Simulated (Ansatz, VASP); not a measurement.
## Al in VASP and in Ansatz

```
Al
1.0
    -1.49279    1.49279    1.86792
     1.49279   -1.49279    1.86792
     1.49279    1.49279   -1.86792
Al
1
Direct
  0.00000 0.00000 0.00000
```

Alike in both runs: task single point; functional LDA; k mesh 22 × 22 × 22; occupations gaussian, width 0.15 eV; no spin polarisation.

```csv
,VASP,Ansatz
version,VASP 6.6.1,Ansatz 0.2.0
potentials or method,"VASP PAW LDA potentials, release 64 (Al), cutoff 520 eV","scalar-relativistic, plane waves, PAW"
valence electrons in the cell,3,3
```

Ansatz gave:

| Quantity | Value |
| --- | --- |
| gap on the k mesh at the Fermi level (eV) | none |
| pressure (GPa) | -3.1 |
| traceless stress, the component that is largest in VASP (GPa) | 3.50 |

Question: What did VASP give for the same quantities?

Answer: gap on the k mesh at the Fermi level (eV): none; pressure (GPa): -3.0; traceless stress, the component that is largest in VASP (GPa): 3.53.

LDA's correlation is that of Perdew and Zunger in VASP and of Perdew and Wang (1992) in Ansatz. A gap of «none» marks a metal or a gap that the smearing closes.
